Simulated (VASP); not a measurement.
Input of a VASP 6.6.1 run:

The input POSCAR:

```
TiSi2
1.0
    0.0000000000      4.0660142869      4.2256600442
    2.3651541768      0.0000000000      4.2256600442
    2.3651541768      4.0660142869      0.0000000000
Ti Si
2 4
Direct
    0.7500000000      0.7500000000      0.7500000000
    0.5000000000      0.5000000000      0.5000000000
    0.0871068452      0.4128931548      0.0871068452
    0.4128931548      0.0871068452      0.4128931548
    0.1628931548      0.8371068452      0.1628931548
    0.8371068452      0.1628931548      0.8371068452
```

INCAR.step1

```
SYSTEM = TiSi2
PREC = Accurate
ENCUT = 520
ISMEAR = 0
SIGMA = 0.1
LREAL = .False.
LASPH = .True.
NELM = 80
NBANDS = 29
GGA = PE
ALGO = Normal
EDIFF = 1E-4
LWAVE = .True.
LCHARG = .False.
```

Contents of INCAR.step2:

```
SYSTEM = TiSi2
PREC = Accurate
ENCUT = 520
EDIFF = 1E-6
ISMEAR = 0
SIGMA = 0.1
LREAL = .False.
LASPH = .True.
NELM = 80
ALGO = Normal
ISIF = 2
LWAVE = .False.
LCHARG = .True.
METAGGA = R2SCAN
LMIXTAU = .True.
LELF = .True.
LVHAR = .True.
NBANDS = 29
ISTART = 1
```

KPOINTS

```
regular mesh
0
Gamma
  10 10 10
  0 0 0
```

Potentials or basis: VASP PAW PBE potentials, release 64 (Ti_sv, Si).

The run is started by

```console
$ cat potpaw_PBE.64/Ti_sv/POTCAR potpaw_PBE.64/Si/POTCAR > POTCAR
$ cp INCAR.step1 INCAR
$ mpirun -np 1 vasp_std > vasp.out
$ cp INCAR.step2 INCAR
$ mpirun -np 1 vasp_std > vasp.out
```

(1) What does it give for the pressure?

(2) What does it give for the band gap on the k mesh?

(3) What does it give for the largest force?

Results:

(1) 5.1 GPa.

(2) zero (bands 20 and 21 overlap by 2.08 eV).

(3) 0.006 eV/Å.

Caveat: the cell stands under pressure; the PAW data sets were made with another functional, which shifts forces and pressure a little.
